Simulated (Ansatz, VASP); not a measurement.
## SnO2 in VASP and in Ansatz

```
Sn O
1.0
     0.00000    2.57415    2.57415
     2.57415    0.00000    2.57415
     2.57415    2.57415    0.00000
Sn O
1 2
Direct
  0.00000 0.00000 0.00000
  0.75000 0.75000 0.75000
  0.25000 0.25000 0.25000
```

Alike in both runs: task single point; functional PBE; k mesh 9 × 9 × 9; occupations fermi-dirac, width 0.05 eV; no spin polarisation.

|  | VASP | Ansatz |
| --- | --- | --- |
| version | VASP 6.6.1 | Ansatz 0.2.0 |
| potentials or method | VASP PAW PBE potentials, release 64 (Sn_d, O), cutoff 520 eV | all-electron LAPW, scalar-relativistic |

|  | VASP | Ansatz | Ansatz less VASP |
| --- | --- | --- | --- |
| gap on the k mesh at the Fermi level (eV) | none | none | - |
| pressure (GPa) | 0.1 | -0.6 | -0.61 |

A gap of «none» marks a metal or a gap that the smearing closes. Ansatz ran all-electron here, and VASP with PAW potentials.
